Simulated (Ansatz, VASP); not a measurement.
**Te2Mo in VASP and in Ansatz**

```xyz
12
Lattice="3.4932 0.0000 0.0000 -1.7466 3.0252 0.0000 0.0000 0.0000 37.5161" Properties=species:S:1:pos:R:3 pbc="T T T"
Te    0.0000    2.0168   32.2054
Te    0.0000    2.0168    8.6976
Te    1.7466    1.0084   25.2107
Te    1.7466    1.0084    1.6997
Te    1.7466    1.0084   28.8186
Te    1.7466    1.0084    5.3107
Te    0.0000    2.0168   35.8164
Te    0.0000    2.0168   12.3054
Mo    0.0000    2.0168   27.0123
Mo    0.0000    2.0168    3.5052
Mo    1.7466    1.0084   34.0109
Mo    1.7466    1.0084   10.5038
```

Alike in both runs: functional PBEsol; k mesh 9 × 9 × 1; occupations gaussian, width 0.02 eV; no spin polarisation.

Ansatz relaxed the structure, and its values are those at the end. VASP's run is a single point on that final structure, the one shown.

```csv
,VASP,Ansatz
version,VASP 6.6.1,Ansatz 0.2.0
potentials or method,"VASP PAW PBE potentials, release 64 (Te, Mo_sv), cutoff 520 eV","scalar-relativistic, plane waves, PAW"
valence electrons in the cell,104,184
```

```csv
,VASP,Ansatz,Ansatz less VASP
gap on the k mesh at the Fermi level (eV),0.88,0.89,+0.007
least direct gap on the mesh (eV),1.12,1.12,+0.001
rms of the force components (eV/Å),0.016,0.002,-0.0141
```

VASP's potentials were made for PBE, not for PBEsol, and Ansatz warns of the same on its side. VASP's potentials hold 104 valence electrons a cell and Ansatz's 184, so a difference there can come from the potentials and not from the codes.

Spin-orbit coupling is off throughout.
